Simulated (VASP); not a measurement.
Wanted: the native input for a VASP 6.6.1 run.

```
Task                   : single point
Functional             : PBEsol
Potentials or basis    : VASP PAW PBE potentials, release 64 (Cs_sv, Sn_d, I)
Cutoff                 : 520 eV
k mesh                 : 1 × 1 × 1, shifted
Occupations            : fermi-dirac, width 0.05 eV
Spin                   : no spin polarisation
Dipole correction      : no
Further INCAR settings : LREAL = Auto; ALGO = Normal; EDIFF = 1e-07; NBANDS = 193; ISYM = 0
```

The structure of Cs7Sn8I23 (a cell with a defect) lies in POSCAR:

```
Cs7Sn8I23
1.0
   12.3144620000      0.0000000000      0.0000000000
    0.0000000000     12.3144620000      0.0000000000
    0.0000000000      0.0000000000     12.3144620000
Cs Sn I
7 8 23
Direct
    0.9839130000      0.9863920000      0.9940680000
    0.9902750000      0.9908530000      0.4947290000
    0.9926080000      0.5238660000      0.9985980000
    0.9645560000      0.5040900000      0.4997390000
    0.5220240000      0.9917880000      0.9988310000
    0.5036600000      0.9626550000      0.4994810000
    0.5173850000      0.5191960000      0.0040360000
    0.2554370000      0.2550920000      0.2611760000
    0.2528720000      0.2524690000      0.7419450000
    0.2506410000      0.7533760000      0.2501910000
    0.2494710000      0.7507160000      0.7510860000
    0.7537370000      0.2507800000      0.2497810000
    0.7510380000      0.2492630000      0.7508010000
    0.7498190000      0.7498380000      0.2497630000
    0.7482790000      0.7479900000      0.7480750000
    0.2373180000      0.2370330000      0.5015500000
    0.2435090000      0.7528990000      0.0007730000
    0.2448330000      0.7629930000      0.5007630000
    0.7534320000      0.2410610000      0.0002910000
    0.7639870000      0.2462350000      0.5002160000
    0.7536480000      0.7542860000      0.9989640000
    0.7539170000      0.7532450000      0.4989280000
    0.0042620000      0.2480880000      0.2386320000
    0.0033710000      0.2478760000      0.7680560000
    0.0003410000      0.7539820000      0.2496020000
    0.9991510000      0.7520370000      0.7490530000
    0.4993060000      0.2485220000      0.2282140000
    0.4986400000      0.2452200000      0.7700660000
    0.5009090000      0.7570780000      0.2397700000
    0.4994880000      0.7568740000      0.7598260000
    0.2511180000      0.0036670000      0.2394340000
    0.2484070000      0.0029460000      0.7682890000
    0.2465680000      0.4990170000      0.2293440000
    0.2453390000      0.4983580000      0.7702130000
    0.7524120000      0.9999800000      0.2502540000
    0.7518980000      0.9989620000      0.7475100000
    0.7594350000      0.5005890000      0.2383810000
    0.7576760000      0.4993280000      0.7603740000
```

One way to write it, as run:

INCAR

```
PREC = Accurate
ENCUT = 520
EDIFF = 1E-7
ISMEAR = -1
SIGMA = 0.05
LREAL = Auto
LASPH = T
NELM = 60
ALGO = Normal
ISIF = 2
LWAVE = F
LCHARG = T
GGA = PS
LELF = T
LVHAR = T
ISYM = 0
NBANDS = 193
```

KPOINTS

```
Automatic mesh
0
Gamma
  1 1 1
  0.25 0.25 0.25
```

Potentials or basis: VASP PAW PBE potentials, release 64 (Cs_sv, Sn_d, I).

Launch:

```console
$ cat potpaw_PBE.64/Cs_sv/POTCAR potpaw_PBE.64/Sn_d/POTCAR potpaw_PBE.64/I/POTCAR > POTCAR
$ mpirun -np 1 vasp_std > vasp.out
```

Results of the run:

The pressure is -0.4 GPa and the largest force is 0.032 eV/Å. The band gap on the k mesh is 1.56 eV.

Caveat: the PAW data sets were made with another functional, which shifts forces and pressure a little; spin-orbit coupling is left out, which moves the levels of the heavy elements.

Wall time 62 min on 1 thread of Intel(R) Xeon(R) Platinum 8375C CPU @ 2.90GHz (Ice Lake) (shared host), peak memory 2.1 GiB.
